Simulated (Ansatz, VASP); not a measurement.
# One calculation of HSe2, two programs

```xyz
6
Lattice="3.0831 0.0000 0.0000 -1.5416 2.6701 0.0000 0.0000 0.0000 12.1747" Properties=species:S:1:pos:R:3 pbc="T T T"
H     0.0000    1.7801    3.0437
H     1.5416    0.8900    9.1310
Se    0.0000    1.7801    7.5617
Se    1.5416    0.8900    1.4744
Se    0.0000    1.7801   10.7004
Se    1.5416    0.8900    4.6130
```

Alike in both runs: task single point; functional PBEsol; k mesh 12 × 12 × 3; no spin polarisation.

|  | VASP | Ansatz |
| --- | --- | --- |
| version | VASP 6.6.1 | Ansatz 0.2.0 |
| potentials or method | VASP PAW PBE potentials, release 64 (H, Se), cutoff 520 eV | PAW plane waves |
| occupations | fermi-dirac, width 0.1 eV | fermi-dirac |
| valence electrons in the cell | 26 | 66 |

```tsv
	VASP	Ansatz	Ansatz less VASP
pressure (GPa)	-8.1	-8.1	-0.01
traceless stress, the component that is largest in VASP (GPa)	-1.30	-1.31	-0.005
rms of the force components (eV/Å)	0.118	0.120	+0.0012
```

VASP's potentials were made for PBE, not for PBEsol. Atom by atom the forces differ by 0.001 eV/Å (rms over components). VASP's potentials hold 26 valence electrons a cell and Ansatz's 66, so a difference there can come from the potentials and not from the codes. Ansatz's warnings: structure snapped to symmetry.
